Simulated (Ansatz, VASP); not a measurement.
GaN: VASP and Ansatz over several settings

```
CELL_PARAMETERS angstrom
0.00000 2.22304 2.22304
2.22304 0.00000 2.22304
2.22304 2.22304 0.00000
ATOMIC_POSITIONS crystal
Ga 0.00000 0.00000 0.00000
N 0.25000 0.25000 0.25000
```

Single points on this cell with VASP 6.6.1 and Ansatz 0.2.0. Each row is one pair of runs. Alike in all rows: spin: off; smearing: fermi-dirac, width 0.05 eV; Ansatz's potentials, cutoff: Ansatz PAW, 420 eV.

```csv
level,k mesh,"VASP's potentials, cutoff","gap on the k mesh at the Fermi level (eV), VASP","gap on the k mesh at the Fermi level (eV), Ansatz","least direct gap on the mesh (eV), VASP","least direct gap on the mesh (eV), Ansatz"
B3LYP5,5 × 5 × 5,"VASP PAW PBE potentials, release 64 (Ga_d, N_h), 910 eV",3.74,3.71,3.74,3.71
"b88 exchange, pbe correlation",10 × 10 × 10,"VASP PAW PBE potentials, release 64 (Ga_d, N), 600 eV",1.99,1.97,1.99,1.97
B3LYP,5 × 5 × 5,"VASP PAW PBE potentials, release 64 (Ga_d, N), 520 eV",3.74,?,3.74,?
```

Problem. Fill in what Ansatz gave in row 3.

Solution. gap on the k mesh at the Fermi level (eV): 3.71; least direct gap on the mesh (eV): 3.71.

The k mesh is coarse in some rows, so the values compare programs but aren't converged. Noted on VASP's runs: the cutoff is short for stress, so the pressure is rough. Noted on Ansatz's runs: odd divisions of the mesh miss points on the zone boundary, where band edges often lie, so the gap on the mesh can be too wide.
